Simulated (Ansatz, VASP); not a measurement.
# Rh: VASP beside Ansatz

Contents of INCAR:

```
SYSTEM = Rh
ALGO = Normal ; EDIFF = 1E-7
ENCUT = 520 ; GGA = PE
ISIF = 2 ; ISMEAR = -1
LASPH = .True. ; LCHARG = .True.
LELF = .True. ; LREAL = .False.
LVHAR = .True. ; LWAVE = .False.
NBANDS = 14 ; NELM = 100
PREC = Accurate ; SIGMA = 0.08
```

File KPOINTS:

```
k-points
0
Gamma
  16 16 16
  0 0 0
```

POSCAR

```
Rh
1.0
    0.0000000000      1.9015500000      1.9585965000
    1.9015500000      0.0000000000      1.9585965000
    1.9015500000      1.9015500000      0.0000000000
Rh
1
Direct
    0.0000000000      0.0000000000      0.0000000000
```

Input for Ansatz:

```yaml
crystal:
  lattice:
    - [0.0, 1.90155, 1.9585965]
    - [1.90155, 0.0, 1.9585965]
    - [1.90155, 1.90155, 0.0]
  atoms:
    - { symbol: Rh, position: [0.0, 0.0, 0.0] }
kpoints:
  mp_grid: { grid: [16, 16, 16] }
  band_path:
    path:
      - [0.0, 0.0, 0.0]
      - [0.0, 0.5, 0.5]
      - [0.25, 0.75, 0.5]
      - [0.0, 0.5, 0.0]
      - [0.0, 0.0, 0.0]
      - [0.5, 0.5, 0.0]
      - [0.3678244886, 0.6321755114, 0.0]
      - [-0.3678244886, 0.3678244886, 0.0]
      - [0.0, 0.0, 0.0]
    npoints: 5
scf:
  occupations: { method: fermi_dirac, width: 0.08 }
hamiltonian:
  xc: pbe
  pseudopotentials: { kind: all_electron, lapw: { basis_error: 0.001 } }
output:
  forces: true
  stress: true
  eigenvalues: true
```

Change from the starting cell: zz strain of +3 %.

Alike in both runs: task single point; functional PBE; k mesh 16 × 16 × 16; occupations fermi-dirac, width 0.08 eV; no spin polarisation.

```csv
,VASP,Ansatz
version,VASP 6.6.1,Ansatz 0.2.0
potentials or method,"VASP PAW PBE potentials, release 64 (Rh_pv), cutoff 520 eV","all-electron LAPW, scalar-relativistic"
```

VASP gave:

* pressure (GPa): -1.7
* traceless stress, the component that is largest in VASP (GPa): -4.43

Which values does Ansatz return?

Pressure (GPa): -1.7; traceless stress, the component that is largest in VASP (GPa): -4.45.

Ansatz ran all-electron here, and VASP with PAW potentials.
